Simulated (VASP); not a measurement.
Input of a VASP 6.6.1 run:

POSCAR

```
KBr
1.0
    5.5038843580      0.0000000000      0.0000000000
   -2.7519421790      4.7665036736      0.0000000000
    0.0000000000      0.0000000000      6.4200409249
K Br
2 2
Direct
    0.3333333333      0.6666666667     -0.0625000000
    0.6666666667      0.3333333333      0.4375000000
    0.3333333333      0.6666666667      0.4375000000
    0.6666666667      0.3333333333      0.9375000000
```

The input INCAR.step1:

```
SYSTEM = KBr
  PREC = Accurate
  ENCUT = 520
  ISMEAR = 0
  SIGMA = 0.01
  LREAL = .False.
  LASPH = .True.
  NELM = 60
  NBANDS = 24
  GGA = PE
  ALGO = Normal
  EDIFF = 1E-4
  LWAVE = .True.
  LCHARG = .False.
```

File INCAR.step2:

```
SYSTEM = KBr
  PREC = Accurate
  ENCUT = 520
  EDIFF = 1E-6
  ISMEAR = 0
  SIGMA = 0.01
  LREAL = .False.
  LASPH = .True.
  NELM = 60
  ALGO = Normal
  ISIF = 2
  LWAVE = .False.
  LCHARG = .False.
  METAGGA = R2SCAN
  LMIXTAU = .True.
  NBANDS = 24
  ISTART = 1
```

The input KPOINTS:

```
regular mesh
0
Gamma
  6 6 4
  0 0 0
```

Potentials or basis: VASP PAW PBE potentials, release 64 (K_sv, Br).

The run is started by

```console
$ cat potpaw_PBE.64/K_sv/POTCAR potpaw_PBE.64/Br/POTCAR > POTCAR
$ cp INCAR.step1 INCAR
$ mpirun -np 1 vasp_std > vasp.out
$ cp INCAR.step2 INCAR
$ mpirun -np 1 vasp_std > vasp.out
```

Question: What does it give for the pressure?

Answer: 0.9 GPa.

Question: Estimate the band gap on the k mesh.

Answer: 4.84 eV.

Stress tensor (GPa, compression positive):
```
0.82 0.00 0.00
0.00 0.82 0.00
0.00 0.00 1.02
```

Caveat: the structure was generated, so it needn't be the stable form of KBr; the PAW data sets were made with another functional, which shifts forces and pressure a little. A k mesh can miss the band edges.
